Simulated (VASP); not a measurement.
BaZrO3:

```
CELL_PARAMETERS angstrom
4.18098 0.00000 0.00000
0.00000 4.18098 0.00000
0.00000 0.00000 4.18098
ATOMIC_POSITIONS crystal
Ba 0.00000 0.00000 0.00000
Zr 0.50000 0.50000 0.50000
O 0.50000 0.50000 0.00000
O 0.00000 0.50000 0.50000
O 0.50000 0.00000 0.50000
```

Base run:

| Item | Value |
| --- | --- |
| Program | VASP 6.6.1 |
| Functional | PBEsol |
| Potentials or basis | VASP PAW PBE potentials, release 64 (Ba_sv, Zr_sv, O) |
| Cutoff | 520 eV |
| k mesh | 6 × 6 × 6 |
| Occupations | fermi-dirac, width 0.05 eV |
| Spin | no spin polarisation |

Its results: band gap on the k mesh 3.12 eV (least direct gap 3.33 eV); pressure 1.1 GPa.

Q: The run is repeated on the same cell with these changes: functional from PBEsol to r2SCAN; further incar settings from ALGO = Normal; EDIFF = 1e-06; NBANDS = 28 to ALGO = Normal; EDIFF = 1e-07; NBANDS = 28. What comes out?

A: Band gap on the k mesh 3.72 eV (least direct gap 3.96 eV); pressure 4.0 GPa.

Caveats: the PAW data sets were made with another functional, which shifts forces and pressure a little; spin-orbit coupling is left out, which moves the levels of the heavy elements; the cell stands under pressure (at least some runs).

A k mesh can miss the band edges.
